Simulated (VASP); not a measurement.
GaAs, 2 atoms in the cell. It takes space group F-43m (No. 216, cubic). The conventional cell has a = 5.498 Å, b = 5.498 Å, c = 5.498 Å, α = 90.00°, β = 90.00°, γ = 90.00°. Ga (site symmetry -43m) has 4 As at 2.38 Å within 3.1 Å. Within 3.1 Å of As (site symmetry -43m) lie 4 Ga at 2.38 Å. 

| Item | Value |
| --- | --- |
| Program | VASP 6.6.1 |
| Task | vibrations by perturbation theory |
| Functional | PBE |
| Potentials or basis | VASP PAW PBE potentials, release 64 (Ga_d, As) |
| Cutoff | 500 eV |
| k mesh | 12 × 12 × 12 |
| Occupations | gaussian, width 0.02 eV |
| Spin | no spin polarisation |
| Dipole correction | no |
| Further INCAR settings | ALGO = Normal; EDIFF = 1e-08; IBRION = 8; NSW = 1 |

Potentials or basis: VASP PAW PBE potentials, release 64 (Ga_d, As).

The run is started by

```console
$ cat potpaw_PBE.64/Ga_d/POTCAR potpaw_PBE.64/As/POTCAR > POTCAR
$ mpirun -np 1 vasp_std > vasp.out
```

Hardware: 1 thread of Intel Xeon 8259CL (shared host).

Q: How long does it take, and how much memory?

A: It took 15 min on 1 thread of Intel Xeon 8259CL, on a shared host, peak memory 0.43 GiB. Counts: scf iterations 45, k points 72.
